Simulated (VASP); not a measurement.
Crystal: Sn.

```
Sn
1.0
     0.00000    3.28446    3.08969
     3.28446    0.00000    3.08969
     3.28446    3.28446    0.00000
Sn
2
Direct
  0.00000 0.00000 0.00000
  0.25000 0.25000 0.25000
```

This cell differs from its parent crystal: uniaxial z strain -5.9%.

Base run:

| Property | Result |
| --- | --- |
| Program | VASP 6.6.1 |
| Functional | PBE |
| Potentials or basis | VASP PAW PBE potentials, release 64 (Sn_d) |
| Cutoff | 500 eV |
| k mesh | 6 × 6 × 6 |
| Occupations | fermi-dirac, width 0.02 eV |
| Spin | no spin polarisation |

Its results: pressure 4.5 GPa.

The run is repeated on the same cell with these changes: functional from PBE to r2SCAN; cutoff from 500 eV to 550 eV. What comes out?

Pressure 3.0 GPa.

Caveats: the cell stands under pressure (at least some runs); the PAW data sets were made with another functional, which shifts forces and pressure a little (at least some runs).
